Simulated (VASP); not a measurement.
# B (Im-3m) in VASP: a series of runs

Aim: see how the results for B move with the level of theory and the settings. Levels: PBE, HSE06. Tasks: relaxation of cell and atoms, single point.

All numbers are computed with VASP 6.6.1; they aren't measurements. Logs are shortened: lines on timing, memory, paths and dates and some standing lists are left out, and cuts for length are marked.

## Step 1: The cell of the first run

The structure is cubic, space group Im-3m (No. 229). The conventional cell has a = 2.358 Å, b = 2.358 Å, c = 2.358 Å, α = 90.00°, β = 90.00°, γ = 90.00°. Within 2.7 Å of B (site symmetry m-3m) lie 14 B at 2.04 to 2.36 Å.

## Step 2: Relaxation of cell and atoms, PBE

File INCAR:

```
SYSTEM = B
ALGO     = Normal         ! electronic algorithm
EDIFF    = 1E-6           ! SCF threshold, eV
EDIFFG   = -0.01          ! ionic threshold
ENCUT    = 600            ! plane-wave cutoff, eV
GGA      = PE             ! functional
IBRION   = 2              ! ionic algorithm
ISIF     = 3              ! what is computed and relaxed
ISMEAR   = -1             ! smearing method
LASPH    = .TRUE.         ! aspherical terms in the spheres
LCHARG   = .FALSE.        ! write CHGCAR
LREAL    = .FALSE.        ! projectors in reciprocal space
LWAVE    = .FALSE.        ! write WAVECAR
NELM     = 60             ! most SCF steps
NSW      = 80             ! ionic steps
PREC     = Accurate       ! precision mode
SIGMA    = 0.1            ! smearing width, eV
```

File KPOINTS:

```
k-points
0
G
  18 18 18
  0 0 0
```

File POSCAR:

```
B
1.0
   -1.1789190289      1.1789190289      1.1789190289
    1.1789190289     -1.1789190289      1.1789190289
    1.1789190289      1.1789190289     -1.1789190289
B
1
Direct
    0.0000000000      0.0000000000      0.0000000000
```

Potentials or basis: VASP PAW PBE potentials, release 64 (B).

Started as:

```console
cat potpaw_PBE.64/B/POTCAR > POTCAR
mpirun -np 1 vasp_std > vasp.out
```

OUTCAR:

```text
SYSTEM = B
   EDIFF = 1E-6
   EDIFFG = -0.01
   ENCUT = 600
   GGA = PE
   IBRION = 2
   ISIF = 3
   ISMEAR = -1
   LASPH = .TRUE.
   LREAL = .FALSE.
   NELM = 60
   NSW = 80
   PREC = Accurate

 ion  position               nearest neighbor table
   1  0.000  0.000  0.000-

  LATTYP: Found a body centered cubic cell.
 ALAT       =     2.3578380578

  Lattice vectors:

 A1 = (  -1.1789190289,   1.1789190289,   1.1789190289)
 A2 = (   1.1789190289,  -1.1789190289,   1.1789190289)
 A3 = (   1.1789190289,   1.1789190289,  -1.1789190289)

Analysis of symmetry for initial positions (statically):
=====================================================================
 Subroutine PRICEL returns:
 Original cell was already a primitive cell.

 Routine SETGRP: Setting up the symmetry group for a
 body centered cubic supercell.

 Subroutine GETGRP returns: Found 48 space group operations
 (whereof 48 operations were pure point group operations)
 out of a pool of 48 trial point group operations.

The static configuration has the point symmetry O_h .

Analysis of symmetry for dynamics (positions and initial velocities):
=====================================================================
 Subroutine PRICEL returns:
 Original cell was already a primitive cell.

 Routine SETGRP: Setting up the symmetry group for a
 body centered cubic supercell.

 Subroutine GETGRP returns: Found 48 space group operations
 (whereof 48 operations were pure point group operations)
 out of a pool of 48 trial point group operations.

The dynamic configuration has the point symmetry O_h .

 Subroutine INISYM returns: Found 48 space group operations
 (whereof 48 operations are pure point group operations),
 and found     1 'primitive' translations

----------------------------------------------------------------------------------------

                                     Primitive cell

  volume of cell :       6.5541

  direct lattice vectors                    reciprocal lattice vectors
    -1.178919029  1.178919029  1.178919029     0.000000000  0.424117338  0.424117338
     1.178919029 -1.178919029  1.178919029     0.424117338  0.000000000  0.424117338
     1.178919029  1.178919029 -1.178919029     0.424117338  0.424117338  0.000000000

  length of vectors
     2.041947656  2.041947656  2.041947656     0.599792491  0.599792491  0.599792491

  position of ions in fractional coordinates (direct lattice)
     0.000000000  0.000000000  0.000000000

  ion indices of the primitive-cell ions
   primitive index   ion index
                 1           1

----------------------------------------------------------------------------------------

 KPOINTS: k-points

Automatic generation of k-mesh.
 Grid dimensions read from file:
 generate k-points for:   18   18   18

 Generating k-lattice:

  Cartesian coordinates                     Fractional coordinates (reciprocal lattice)
     0.000000000  0.023562074  0.023562074     0.055555556  0.000000000  0.000000000
     0.023562074  0.000000000  0.023562074     0.000000000  0.055555556  0.000000000
     0.023562074  0.023562074  0.000000000     0.000000000  0.000000000  0.055555556

  Length of vectors
     0.033321805  0.033321805  0.033321805

  Shift w.r.t. Gamma in fractional coordinates (k-lattice)
     0.000000000  0.000000000  0.000000000

 Subroutine IBZKPT returns following result:
 ===========================================

 Found    195 irreducible k-points:

 Following reciprocal coordinates:
            Coordinates               Weight
  0.000000  0.000000  0.000000      1.000000
  0.055556  0.000000  0.000000     12.000000
  0.111111  0.000000  0.000000     12.000000
  0.166667  0.000000  0.000000     12.000000
  0.222222  0.000000  0.000000     12.000000
  0.277778  0.000000  0.000000     12.000000
[... 16 lines left out ...]
  0.333333  0.111111 -0.000000     48.000000
  0.388889  0.111111 -0.000000     48.000000
 [... further k-points ...]
   k-points           NKPTS =    195   k-points in BZ     NKDIM =    195   number of bands    NBANDS=      5
   number of dos      NEDOS =    301   number of ions     NIONS =      1
   total plane-waves  NPLWV =   4096
   dimension x,y,z NGX =    16 NGY =   16 NGZ =   16
   dimension x,y,z NGXF=    32 NGYF=   32 NGZF=   32
   ions per type =               1
   NGX,Y,Z   is equivalent  to a cutoff of  13.03, 13.03, 13.03 a.u.
   NGXF,Y,Z  is equivalent  to a cutoff of  26.05, 26.05, 26.05 a.u.
 SYSTEM =  B
   PREC   = accura    normal or accurate (medium, high low for compatibility)
   ISTART =      0    job   : 0-new  1-cont  2-samecut
   ICHARG =      2    charge: 1-file 2-atom 10-const
   ISPIN  =      1    spin polarized calculation?
   LNONCOLLINEAR =      F non collinear calculations
   LSORBIT =      F    spin-orbit coupling
   LASPH  =      T    aspherical Exc in radial PAW
   ENCUT  =  600.0 eV  44.10 Ry    6.64 a.u.   4.08  4.08  4.08*2*pi/ulx,y,z
   NELM   =     60;   NELMIN=  2; NELMDL= -5     # of ELM steps
   EDIFF  = 0.1E-05   stopping-criterion for ELM
   LREAL  =      F    real-space projection
   EDIFFG = -.1E-01   stopping-criterion for IOM
   NSW    =     80    number of steps for IOM
   IBRION =      2    ionic relax: 0-MD 1-quasi-New 2-CG
   NFREE  =      1    steps in history (QN), initial steepest desc. (CG)
   ISIF   =      3    stress and relaxation
   ISYM   =      2    0-nonsym 1-usesym 2-fastsym
   POTIM  = 0.5000    time-step for ionic-motion
   TEBEG  =    0.0;   TEEND  =   0.0 temperature during run
   PSTRESS=    0.0 pullay stress
   NELECT =       3.0000    total number of electrons
   NUPDOWN=      -1.0000    fix difference up-down
   EMIN   =  10.00;   EMAX   =-10.00  energy-range for DOS
   EFERMI =   0.00;   METHOD = LEGACY
   ISMEAR =    -1;   SIGMA  =   0.10  broadening in eV -4-tet -1-fermi 0-gaus
   EFERMI_NEDOS =   21; number of points for ismear=-14 and -15
   IALGO  =     38    algorithm
   IMIX   =      4    mixing-type and parameters
     AMIX     =   0.40;   BMIX     =  1.00
     AMIX_MAG =   1.60;   BMIX_MAG =  1.00
  volume/ion in A,a.u.               =       6.55        44.23
  Fermi-wavevector in a.u.,A,eV,Ry     =   1.261667  2.384204 21.657789  1.591803
  Thomas-Fermi vector in A             =   2.395114
   LORBIT       =      0    0 simple, 1 ext, 2 COOP (PROOUT), +10 PAW based schemes
   GGA     = PE    functional components
   LHFCALC =     F    Hartree Fock is set to
   AEXX    =    0.0000 exact exchange contribution
   IVDW    =     0    specifies the selected vdW correction
   LEPSILON=     F    determine dielectric tensor
   LRPA    =     F    only Hartree local field effects (RPA)
 conjugate gradient relaxation of ions
 non-spin polarized calculation
  energy-cutoff  :      600.00
  volume of cell :        6.55
 maximum number of plane-waves:       236
   NGX =  9   NGY =  9   NGZ =  9

--------------------------------------- Ionic step        1  -------------------------------------------

 number of electron       3.0000000 magnetization

 Free energy of the ion-electron system (eV)
  ---------------------------------------------------
  ext. energy  EPLUGINS =         0.00000000
  ---------------------------------------------------
  free energy    TOTEN  =        -4.97958266 eV

  energy without entropy =       -4.97054842  energy(sigma->0) =       -4.97506554

 E-fermi :   9.1933     XC(G=0): -12.5888

 val. band max:        9.1391310094   @ k =  -0.3889  -0.3889   0.1667
 cond. band min:       9.2311552027   @ k =  -0.2778   0.5000   0.0556
 fundamental gap:      0.0920241933
 Fermi energy:         9.1932764317

 k-point     1 :       0.0000    0.0000    0.0000
  band No.  band energies     occupation
      1      -8.6633      2.00000
      2      23.8633      0.00000
      3      23.8633      0.00000
      4      23.8633      0.00000
      5      41.7901      0.00000

 k-point     2 :       0.0556    0.0000    0.0000
  band No.  band energies     occupation
      1      -8.5281      2.00000
      2      23.4320      0.00000
      3      23.5448      0.00000
      4      23.7859      0.00000
      5      40.5119      0.00000

 k-point     3 :       0.1111    0.0000    0.0000
  band No.  band energies     occupation
      1      -8.1227      2.00000
      2      22.1247      0.00000
      3      22.7154      0.00000
      4      23.5600      0.00000
      5      37.8573      0.00000
[... 225 lines left out ...]
 POSITION                                       TOTAL-FORCE (eV/Angst)
 -----------------------------------------------------------------------------------
      0.00000      0.00000      0.00000        -0.000000     -0.000000      0.000000
 -----------------------------------------------------------------------------------
    total drift:                               -0.000000     -0.000000      0.000000

  FREE ENERGIE OF THE ION-ELECTRON SYSTEM (eV)
  ---------------------------------------------------
  free  energy   TOTEN  =        -4.9964436574 eV

  energy  without entropy=       -4.9890930385  energy(sigma->0) =       -4.99276835

--------------------------------------- Ionic step        3  -------------------------------------------

 number of electron       3.0000000 magnetization

 Free energy of the ion-electron system (eV)
  ---------------------------------------------------
  ext. energy  EPLUGINS =         0.00000000
  ---------------------------------------------------
  free energy    TOTEN  =        -4.99696729 eV

  energy without entropy =       -4.98942352  energy(sigma->0) =       -4.99319541

 E-fermi :  10.0046     XC(G=0): -12.8581

 val. band max:        9.9965912005   @ k =  -0.4444   0.5000   0.3889
 cond. band min:      10.0615120303   @ k =  -0.3889   0.3889   0.1667
 fundamental gap:      0.0649208299
 Fermi energy:        10.0045625298

 k-point     1 :       0.0000    0.0000    0.0000
  band No.  band energies     occupation
      1      -8.6452      2.00000
      2      25.5339      0.00000
      3      25.5339      0.00000
      4      25.5339      0.00000
      5      43.7934      0.00000

 k-point     2 :       0.0556    0.0000    0.0000
  band No.  band energies     occupation
      1      -8.5054      2.00000
      2      25.0760      0.00000
      3      25.1889      0.00000
      4      25.4489      0.00000
      5      42.4302      0.00000

 k-point     3 :       0.1111    0.0000    0.0000
  band No.  band energies     occupation
      1      -8.0862      2.00000
      2      23.6848      0.00000
      3      24.2950      0.00000
      4      25.2007      0.00000
      5      39.6659      0.00000
[... 190 lines left out ...]
 POSITION                                       TOTAL-FORCE (eV/Angst)
 -----------------------------------------------------------------------------------
      0.00000      0.00000      0.00000         0.000000      0.000000      0.000000
 -----------------------------------------------------------------------------------
    total drift:                               -0.000000     -0.000000      0.000000

  FREE ENERGIE OF THE ION-ELECTRON SYSTEM (eV)
  ---------------------------------------------------
  free  energy   TOTEN  =        -4.9969672933 eV

  energy  without entropy=       -4.9894235211  energy(sigma->0) =       -4.99319541

 reached required accuracy - stopping structural energy minimisation
```

It took 8.8 s on 1 thread of Intel Xeon Platinum 8259CL at 2.50GHz (Skylake/Cascade Lake), shared host; peak memory 0.11 GiB.

What came out:

| Quantity | Value |
| --- | --- |
| Free energy | -4.9970 eV |
| Relaxed volume | 6.14 Å³/atom |
| Relaxed cell | a = 1.998 Å, b = 1.998 Å, c = 1.998 Å, α = 109.47°, β = 109.47°, γ = 109.47° |
| Space group after relaxing (to 0.05 Å) | Im-3m (No. 229) |
| Energy gained by relaxing | 17.4 meV/atom |
| Ionic steps | 3 |
| Pressure after relaxing | 0.0 GPa |

The path:
```tsv
step	energy change (eV)	largest force (eV/Å)	pressure (GPa)	volume (Å³)
1	0.0000	0.0000	-12.64	6.55
2	-0.0169	0.0000	2.58	6.08
3	-0.0174	0.0000	0.02	6.14
```

Final structure:
```
CELL_PARAMETERS angstrom
-1.15364 1.15364 1.15364
1.15364 -1.15364 1.15364
1.15364 1.15364 -1.15364
ATOMIC_POSITIONS crystal
B 0.00000 0.00000 0.00000
```

Levels at points of the mesh, in eV from the Fermi level:
| k point | band 1 | band 2 | band 3 | band 4 | band 5 |
| --- | --- | --- | --- | --- | --- |
| (0.00, 0.00, 0.00) | -18.65 | 15.53 | 15.53 | 15.53 | 33.79 |
| (0.50, 0.00, 0.00) | -9.16 | -4.62 | 8.70 | 12.63 | 22.17 |
| (0.50, 0.50, 0.50) | 0.40 | 0.40 | 0.40 | 10.22 | 10.22 |

## Step 3: Single point, PBE

This run uses another cell than the first one, of 6.15 Å³/atom, 0.938 times its volume.

File INCAR:

```
PREC     = Accurate       # precision mode
ENCUT    = 520            # plane-wave cutoff, eV
EDIFF    = 1E-6           # SCF threshold, eV
ISMEAR   = -1             # smearing method
SIGMA    = 0.1            # smearing width, eV
LREAL    = False          # projectors in reciprocal space
LASPH    = True           # aspherical terms in the spheres
NELM     = 80             # most SCF steps
ALGO     = Normal         # electronic algorithm
ISIF     = 2              # what is computed and relaxed
LWAVE    = False          # write WAVECAR
LCHARG   = False          # write CHGCAR
GGA      = PE             # functional
NBANDS   = 8              # bands
```

File KPOINTS:

```
regular mesh
0
Gamma
  31 31 31
```

File POSCAR:

```
B
1.0
   -1.1539685228      1.1539685228      1.1539685228
    1.1539685228     -1.1539685228      1.1539685228
    1.1539685228      1.1539685228     -1.1539685228
B
1
Direct
    0.0000000000      0.0000000000      0.0000000000
```

Potentials or basis: VASP PAW PBE potentials, release 64 (B).

Started as:

```console
cat potpaw_PBE.64/B/POTCAR > POTCAR
mpirun -np 1 vasp_std > vasp.out
```

OUTCAR:

```text
PREC = Accurate
   ENCUT = 520
   EDIFF = 1E-6
   ISMEAR = -1
   LREAL = False
   LASPH = True
   NELM = 80
   ISIF = 2
   GGA = PE

 ion  position               nearest neighbor table
   1  0.000  0.000  0.000-

  LATTYP: Found a body centered cubic cell.
 ALAT       =     2.3079370456

  Lattice vectors:

 A1 = (  -1.1539685228,   1.1539685228,   1.1539685228)
 A2 = (   1.1539685228,  -1.1539685228,   1.1539685228)
 A3 = (   1.1539685228,   1.1539685228,  -1.1539685228)

Analysis of symmetry for initial positions (statically):
=====================================================================
 Subroutine PRICEL returns:
 Original cell was already a primitive cell.

 Routine SETGRP: Setting up the symmetry group for a
 body centered cubic supercell.

 Subroutine GETGRP returns: Found 48 space group operations
 (whereof 48 operations were pure point group operations)
 out of a pool of 48 trial point group operations.

The static configuration has the point symmetry O_h .
[... 157 lines left out ...]

 E-fermi :   9.9949     XC(G=0): -12.8546

 val. band max:        9.9726751062   @ k =  -0.4839   0.4839   0.4194
 cond. band min:      10.0316531326   @ k =   0.2903   0.1613   0.0323
 fundamental gap:      0.0589780263
 Fermi energy:         9.9948776930

 k-point     1 :       0.0000    0.0000    0.0000
  band No.  band energies     occupation
      1      -8.6454      2.00000
      2      25.5125      0.00000
      3      25.5125      0.00000
      4      25.5125      0.00000
      5      43.7712      0.00000
      6      43.7712      0.00000
      7      43.7712      0.00000
      8      47.6030      0.00000
[... 243 lines left out ...]
 k-point    24 :       0.2581    0.0323    0.0000
  band No.  band energies     occupation
      1      -5.2224      2.00000
      2      15.5933      0.00000
      3      20.7558      0.00000
      4      23.6620      0.00000
      5      35.1510      0.00000
      6      35.8310      0.00000
      7      45.0490      0.00000
      8      51.6604      0.00000

 [... further k-points ...]

------------------------ aborting loop because EDIFF is reached ----------------------------------------

  FORCE on cell =-STRESS in cart. coord.  units (eV):
  Direction    XX          YY          ZZ          XY          YZ          ZX
  --------------------------------------------------------------------------------------
  -------------------------------------------------------------------------------------
  Total       -0.0114845     -0.0114845     -0.0114845      0.0000000     -0.0000000      0.0000000
  in kB       -2.9935148     -2.9935148     -2.9935148      0.0000000     -0.0000000      0.0000000
  external PRESSURE =      -2.9935148 kB  Pullay stress =       0.0000000 kB

 VOLUME and BASIS-vectors are now :
 -----------------------------------------------------------------------------
  energy-cutoff  :      520.00
  volume of cell :        6.15
      direct lattice vectors                 reciprocal lattice vectors
    -1.153968523  1.153968523  1.153968523     0.000000000  0.433287382  0.433287382
     1.153968523 -1.153968523  1.153968523     0.433287382  0.000000000  0.433287382
     1.153968523  1.153968523 -1.153968523     0.433287382  0.433287382  0.000000000

 POSITION                                       TOTAL-FORCE (eV/Angst)
 -----------------------------------------------------------------------------------
      0.00000      0.00000      0.00000         0.000000      0.000000      0.000000
 -----------------------------------------------------------------------------------
    total drift:                               -0.000000      0.000000      0.000000

  FREE ENERGIE OF THE ION-ELECTRON SYSTEM (eV)
  ---------------------------------------------------
  free  energy   TOTEN  =        -4.9949213201 eV

  energy  without entropy=       -4.9877507141  energy(sigma->0) =       -4.99133602
```

stdout:

```text
POSCAR found type information on POSCAR B
 POSCAR found :  1 types and       1 ions
 scaLAPACK will be used
 LDA part: xc-table for (Slater+PW92), standard interpolation
 POSCAR, INCAR and KPOINTS ok, starting setup
 FFT: planning ... GRIDC
 FFT: planning ... GRID_SOFT
 FFT: planning ... GRID
 WAVECAR not read
 entering main loop
```

Wall time 16 s (1 thread of Intel Xeon Platinum 8259CL at 2.50GHz (Skylake/Cascade Lake), shared host); peak memory 0.14 GiB.

What came out:

- Free energy: -4.9949 eV
- Pressure: -0.3 GPa

[end of part 1 of 2]
